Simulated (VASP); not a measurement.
Set up this calculation in VASP 6.6.1, as the native input.

| Property | Result |
| --- | --- |
| Task | single point |
| Functional | PBE |
| Potentials or basis | VASP PAW PBE potentials, release 64 (Pb_d, Se) |
| Cutoff | 520 eV |
| k mesh | 8 × 8 × 8 |
| Occupations | fermi-dirac, width 0.02 eV |
| Spin | no spin polarisation |
| Dipole correction | no |
| Further INCAR settings | ALGO = Normal; EDIFF = 1e-06; NBANDS = 17 |

The structure of PbSe lies in POSCAR:

```
PbSe
1.0
    0.0000000000      2.9960411529      2.9960411529
    2.9960411529      0.0000000000      2.9960411529
    2.9960411529      2.9960411529      0.0000000000
Pb Se
1 1
Direct
    0.0000000000      0.0000000000      0.0000000000
    0.5000000000      0.5000000000      0.5000000000
```

This cell differs from its parent crystal: strain -3.0%.

One way to write it, as run:

INCAR

```
SYSTEM = PbSe
PREC = Accurate
ENCUT = 520
EDIFF = 1E-6
ISMEAR = -1
SIGMA = 0.02
LREAL = .FALSE.
LASPH = .TRUE.
NELM = 80
ALGO = Normal
ISIF = 2
LWAVE = .FALSE.
LCHARG = .TRUE.
GGA = PE
LELF = .TRUE.
LVHAR = .TRUE.
NBANDS = 17
```

KPOINTS

```
Automatic mesh
0
G
  8 8 8
  0 0 0
```

Potentials or basis: VASP PAW PBE potentials, release 64 (Pb_d, Se).

The run is started by

```sh
$ cat potpaw_PBE.64/Pb_d/POTCAR potpaw_PBE.64/Se/POTCAR > POTCAR
$ mpirun -np 1 vasp_std > vasp.out
```

It gave:

```
Pressure               : 6.6 GPa
Band gap on the k mesh : 0.06 eV
```

Caveat: the cell differs from its parent crystal (strain -3.0%); the cell stands under pressure; spin-orbit coupling is left out, which moves the levels of the heavy elements.

Wall time 11 s on 1 thread of AMD EPYC 9R45 96-Core Processor (Zen 5), with other jobs on the host, peak memory 0.16 GiB.
